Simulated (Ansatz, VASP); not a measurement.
## One calculation of Ge, two programs

```
CELL_PARAMETERS angstrom
0.00000 2.88574 5.11566
2.63050 0.00000 5.11566
2.63050 2.88574 0.00000
ATOMIC_POSITIONS crystal
Ge 0.78187 0.78187 0.21813
Ge 0.21813 0.21813 0.78187
Ge 0.27351 0.72649 0.27351
Ge 0.72649 0.27351 0.72649
```

Alike in both runs: task single point; functional r2SCAN; k mesh 6 × 6 × 6; occupations gaussian, width 0.1 eV; no spin polarisation.

|  | VASP | Ansatz |
| --- | --- | --- |
| version | VASP 6.6.1 | Ansatz 0.2.0 |
| potentials or method | VASP PAW PBE potentials, release 64 (Ge_d), cutoff 520 eV | scalar-relativistic, plane waves, PAW |
| valence electrons in the cell | 56 | 56 |

|  | VASP | Ansatz | Ansatz less VASP |
| --- | --- | --- | --- |
| gap on the k mesh at the Fermi level (eV) | none | none | - |
| pressure (GPa) | -2.3 | -2.1 | +0.11 |
| traceless stress, the component that is largest in VASP (GPa) | 1.43 | 1.41 | -0.024 |
| rms of the force components (eV/Å) | 0.034 | 0.034 | +0.0008 |

VASP's potentials were made for PBE, not for r2SCAN. Atom by atom the forces differ by 0.002 eV/Å (rms over components). A gap of «none» marks a metal or a gap that the smearing closes.
